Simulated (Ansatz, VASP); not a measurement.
**In2S: VASP beside Ansatz**

```
CELL_PARAMETERS angstrom
4.10862 0.00000 0.00000
0.00000 4.10862 0.00000
0.00000 0.00000 4.15452
ATOMIC_POSITIONS crystal
In 0.50000 0.00000 0.74132
In 0.00000 0.50000 0.25868
S 0.00000 0.00000 0.00000
```

Change from the starting cell: species swapped into the Ta2H type (P-4m2, No. 115).

Alike in both runs: task single point; functional PBE; k mesh 4 × 4 × 4; occupations gaussian, width 0.1 eV; no spin polarisation.

|  | VASP | Ansatz |
| --- | --- | --- |
| version | VASP 6.6.1 | Ansatz 0.2.0 |
| potentials or method | VASP PAW PBE potentials, release 64 (In_d, S), cutoff 520 eV | scalar-relativistic, plane waves, PAW |
| valence electrons in the cell | 32 | 32 |

```tsv
	VASP	Ansatz	Ansatz less VASP
gap on the k mesh at the Fermi level (eV)	none	none	-
pressure (GPa)	22.8	22.9	+0.10
traceless stress, the component that is largest in VASP (GPa)	-5.13	-5.09	+0.040
rms of the force components (eV/Å)	1.797	1.803	+0.0052
```

Atom by atom the forces differ by 0.005 eV/Å (rms over components). A gap of «none» marks a metal or a gap that the smearing closes.

The k mesh is coarse, so the values compare programs but aren't converged.
